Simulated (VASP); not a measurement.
Write the native input for VASP 6.6.1 that does the following.

```
Task                   : single point
Functional             : LDA
Potentials or basis    : VASP PAW LDA potentials, release 64 (Ag)
Cutoff                 : 520 eV
k mesh                 : 18 × 18 × 18
Occupations            : fermi-dirac, width 0.05 eV
Spin                   : no spin polarisation
Dipole correction      : no
Further INCAR settings : ALGO = Normal; EDIFF = 1e-06; NBANDS = 12
```

The structure of Ag lies in POSCAR:

```
Ag
1.0
    0.0000000000      1.6686602972      1.6686602972
    1.6686602972      0.0000000000      1.6686602972
    1.6686602972      1.6686602972      0.0000000000
Ag
1
Direct
    0.0000000000      0.0000000000      0.0000000000
```

These files were run (other wordings do the same):

INCAR

```
ALGO = Normal
EDIFF = 1E-6
ENCUT = 520
ISIF = 2
ISMEAR = -1
LASPH = True
LCHARG = True
LELF = True
LREAL = False
LVHAR = True
LWAVE = False
NBANDS = 12
NELM = 100
PREC = Accurate
SIGMA = 0.05
```

KPOINTS

```
k-points
0
Gamma
  18 18 18
```

Potentials or basis: VASP PAW LDA potentials, release 64 (Ag).

Launch:

```console
$ cat potpaw_LDA.64/Ag/POTCAR > POTCAR
$ mpirun -np 1 vasp_std > vasp.out
```

Results of the run:

```
Pressure               : 335.8 GPa
Band gap on the k mesh : zero (an odd number of electrons rules out a gap without spin polarisation)
```

Caveat: the cell stands under pressure.

It took 7.8 s on 1 thread of Intel(R) Xeon(R) 6975P-C (Granite Rapids) (shared host), peak memory 0.13 GiB.
